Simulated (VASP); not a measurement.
VW2C3: single point with PBE

VW2C3:

```
W V C
1.0
    -1.52449    2.16193    4.58503
     1.52449   -2.16193    4.58503
     1.52449    2.16193   -4.58503
W V C
2 1 3
Direct
  0.84399 0.33343 0.50161
  0.18021 0.67727 0.53148
  0.48499 0.00710 0.49895
  0.32275 0.35491 0.99485
  0.66043 0.65209 0.00389
  0.99148 0.00438 0.00156
```

```yaml
Program: VASP 6.6.1
Task: single point
Functional: PBE
Potentials_or_basis: VASP PAW PBE potentials, release 64 (W_sv, V_sv, C)
Cutoff: 520 eV
k_mesh: 5 × 7 × 8
Occupations: fermi-dirac, width 0.1 eV
Spin: collinear spin, ferromagnetic start
Starting_moments: "[0.0, 0.0, 2.0, 0.0, 0.0, 0.0] μB"
Dipole_correction: no
Further_INCAR_settings: ALGO = Fast; EDIFF = 1e-06; NBANDS = 40
```

The pressure is 0.9 GPa, the largest force is 1.643 eV/Å and the net moment is 0.00 μB per cell. The valence electrons inside the program's atomic spheres are W 12.11, 12.07; V 11.70; C 2.44, 2.42, 2.46.

Forces on the atoms (eV/Å):
```
W    0.072 -1.020 -0.913
W    0.038 -0.638  0.260
V   -0.066  0.193  0.196
C   -0.161  1.356 -0.913
C    0.286  0.139  0.920
C   -0.170 -0.031  0.451
```

Stress tensor (GPa, compression positive):
```
 0.97  0.44 -0.49
 0.44  2.40  0.02
-0.49  0.02 -0.61
```

Levels at points of the mesh, in eV from the Fermi level:
Spin up:
| k point | band 25 | band 26 | band 27 | band 28 | band 29 | band 30 |
| --- | --- | --- | --- | --- | --- | --- |
| (0.00, 0.00, 0.00) | -0.88 | -0.62 | -0.41 | -0.34 | -0.16 | 0.04 |
| (0.00, 0.00, 0.50) | 0.15 | 0.30 | 0.80 | 0.89 | 1.14 | 1.29 |
Spin down:
```tsv
k point	band 25	band 26	band 27	band 28	band 29	band 30
(0.00, 0.00, 0.00)	-0.88	-0.62	-0.41	-0.34	-0.16	0.05
(0.00, 0.00, 0.50)	0.15	0.30	0.80	0.89	1.14	1.29
```

Run time: 30 min on 1 thread of Oxide Virtual Turin-like Processor, with other jobs on the host, peak memory 0.62 GiB.

Caveat: spin-orbit coupling is left out, which moves the levels of the heavy elements; forces of over 1 eV/Å act on the atoms, so gaps and moduli don't describe the material at rest.
